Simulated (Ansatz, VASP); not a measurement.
## Ti in VASP and in Ansatz

```
Ti
1.0
     2.93828    0.00000    0.00000
    -1.46914    2.54462    0.00000
     0.00000    0.00000    4.65192
Ti
2
Direct
  0.33333 0.66667 0.25000
  0.66667 0.33333 0.75000
```

Alike in both runs: functional PBE; k mesh 15 × 15 × 8; occupations fermi-dirac, width 0.05 eV; no spin polarisation.

Ansatz relaxed the structure, and its values are those at the end. VASP's run is a single point on that final structure, the one shown.

|  | VASP | Ansatz |
| --- | --- | --- |
| version | VASP 6.6.1 | Ansatz 0.2.0 |
| potentials or method | VASP PAW PBE potentials, release 64 (Ti_sv), cutoff 520 eV | plane-wave PAW DFT |
| valence electrons in the cell | 24 | 24 |

```csv
,VASP,Ansatz,Ansatz less VASP
pressure (GPa),-0.2,0.0,+0.25
```
